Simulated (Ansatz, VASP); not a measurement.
**One calculation of NiO2, two programs**

INCAR

```
SYSTEM = NiO2
PREC = Accurate
ENCUT = 700
EDIFF = 1E-6
ISMEAR = 0
SIGMA = 0.05
LREAL = .False.
LASPH = .True.
NELM = 120
ALGO = Normal
ISIF = 2
LWAVE = .False.
LCHARG = .False.
GGA = CA
NBANDS = 22
GGA_COMPAT = .False.
```

Contents of KPOINTS:

```
Automatic mesh
0
Gamma
  12 12 6
  0 0 0
```

Contents of POSCAR:

```
NiO2
1.0
    2.6872726493      0.0000000000      0.0000000000
   -1.3436363247      2.3272463812      0.0000000000
    0.0000000000      0.0000000000      4.4458238710
Ni O
1 2
Direct
    0.0000000000      0.0000000000      0.5000000000
    0.6666666667      0.3333333333      0.6948483030
    0.3333333333      0.6666666667      0.3051516970
```

Input for Ansatz:

```yaml
crystal:
  lattice:
    - [2.6872726493, 0.0, 0.0]
    - [-1.3436363247, 2.3272463812, 0.0]
    - [0.0, 0.0, 4.445823871]
  atoms:
    - { symbol: Ni, position: [0.0, 0.0, 0.5] }
    - { symbol: O, position: [0.6666666667, 0.3333333333, 0.694848303] }
    - { symbol: O, position: [0.3333333333, 0.6666666667, 0.305151697] }
basis:
  ecutwfc: 520.0
kpoints:
  mp_grid: { grid: [12, 12, 6] }
hamiltonian:
  xc: lda
  pseudopotentials: { kind: paw }
scf:
  occupations: { method: gaussian, width: 0.05 }
output:
  forces: true
  stress: true
  eigenvalues: true
```

Alike in both runs: task single point; functional LDA; k mesh 12 × 12 × 6; occupations gaussian, width 0.05 eV; no spin polarisation.

```csv
,VASP,Ansatz
version,VASP 6.6.1,Ansatz 0.2.0
potentials or method,"VASP PAW LDA potentials, release 64 (Ni_sv_GW, O), cutoff 700 eV","scalar-relativistic, plane waves, PAW"
valence electrons in the cell,30,30
```

```tsv
	VASP	Ansatz	Ansatz less VASP
gap on the k mesh at the Fermi level (eV)	1.02	1.04	+0.018
least direct gap on the mesh (eV)	1.41	1.42	+0.012
rms of the force components (eV/Å)	1.083	1.012	-0.0711
```

LDA's correlation is that of Perdew and Zunger in VASP and of Perdew and Wang (1992) in Ansatz. Atom by atom the forces differ by 0.071 eV/Å (rms over components).
